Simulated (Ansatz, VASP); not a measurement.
One calculation of SiGe, two programs

```
Si Ge
1.0
     3.90438    0.00000    0.00000
    -1.95219    3.38129    0.00000
     0.00000    0.00000    6.45368
Si Ge
2 2
Cartesian
  1.9522 1.1271 5.6435
  0.0000 2.2542 2.4167
  1.9522 1.1271 3.4553
  0.0000 2.2542 0.2284
```

Change from the starting cell: all Ge atoms moved +0.225 Å, as atom 3 along Cartesian [0 0 1].

Alike in both runs: task single point; functional r2SCAN; k mesh 12 × 12 × 4; occupations gaussian, width 0.05 eV; no spin polarisation.

|  | VASP | Ansatz |
| --- | --- | --- |
| version | VASP 6.6.1 | Ansatz 0.2.0 |
| potentials or method | VASP PAW PBE potentials, release 64 (Si, Ge_d), cutoff 520 eV | scalar-relativistic, plane waves, PAW |
| valence electrons in the cell | 36 | 36 |

```csv
,VASP,Ansatz,Ansatz less VASP
gap on the k mesh at the Fermi level (eV),none,none,-
pressure (GPa),1.6,1.7,+0.08
"traceless stress, the component that is largest in VASP (GPa)",11.20,11.23,+0.035
rms of the force components (eV/Å),2.179,2.181,+0.0016
```

VASP's potentials were made for PBE, not for r2SCAN. Atom by atom the forces differ by 0.002 eV/Å (rms over components). A gap of «none» marks a metal or a gap that the smearing closes. With one functional, cell and mesh, what is left measures potentials, basis and numerics.
